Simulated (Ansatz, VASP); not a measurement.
One calculation of ScAs2, two programs

Contents of INCAR:

```
SYSTEM = ScAs2
ALGO = Normal
EDIFF = 1E-6
EDIFFG = -0.01
ENCUT = 600
GGA = PE
IBRION = 2
ISIF = 3
ISMEAR = 0
LASPH = .TRUE.
LCHARG = .FALSE.
LREAL = .FALSE.
LWAVE = .FALSE.
NELM = 100
NSW = 100
PREC = Accurate
SIGMA = 0.1
```

The input KPOINTS:

```
k-points
0
G
  12 12 12
  0 0 0
```

File POSCAR:

```
ScAs2
1.0
   -2.6540938346      2.6540938346      2.6541879684
    2.6540938346     -2.6540938346      2.6541879684
    2.6540938346      2.6540938346     -2.6541879684
Sc As
1 2
Direct
    0.0000000000      0.0000000000      0.0000000000
    0.0155131117      0.5155131117      0.5000000000
    0.4844868883      0.9844868883      0.5000000000
```

Input for Ansatz:

```yaml
crystal:
  lattice:
    - [-2.6540938346, 2.6540938346, 2.6541879684]
    - [2.6540938346, -2.6540938346, 2.6541879684]
    - [2.6540938346, 2.6540938346, -2.6541879684]
  atoms:
    - { symbol: Sc, position: [0.0, 0.0, 0.0] }
    - { symbol: As, position: [0.0155131117, 0.5155131117, 0.5] }
    - { symbol: As, position: [0.4844868883, 0.9844868883, 0.5] }
basis:
  ecutwfc: 420
kpoints:
  mp_grid: { grid: [12, 12, 12] }
hamiltonian:
  xc: pbe
scf:
  occupations: { method: gaussian, width: 0.1 }
output:
  forces: true
  stress: true
  eigenvalues: true
  write_density: true
  write_potential: true
  elf: true
  volumetric_format: npy
relax:
  adjacent_minimum: "off"
  f_tol: 0.01
  max_steps: 80
  cell: { stress_tol: 0.05 }
```

Alike in both runs: task relaxation of cell and atoms; functional PBE; k mesh 12 × 12 × 12; occupations gaussian, width 0.1 eV; no spin polarisation.

|  | VASP | Ansatz |
| --- | --- | --- |
| version | VASP 6.6.1 | Ansatz 0.2.0 |
| potentials or method | VASP PAW PBE potentials, release 64 (Sc_sv, As), cutoff 600 eV | scalar-relativistic, plane waves, PAW |
| valence electrons in the cell | 21 | 41 |

Ansatz gave:

```
gap on the k mesh at the Fermi level, each at its own relaxed structure (eV) : none
relaxed volume (Å³/atom)                                                     : 24.76
relaxed cell length with the largest relative difference (Å)                 : 4.587
```

Estimate VASP's values.

gap on the k mesh at the Fermi level, each at its own relaxed structure (eV): none; relaxed volume (Å³/atom): 24.82; relaxed cell length with the largest relative difference (Å): 4.591.

A gap of «none» marks a metal or a gap that the smearing closes. VASP's potentials hold 21 valence electrons a cell and Ansatz's 41, so a difference there can come from the potentials and not from the codes.
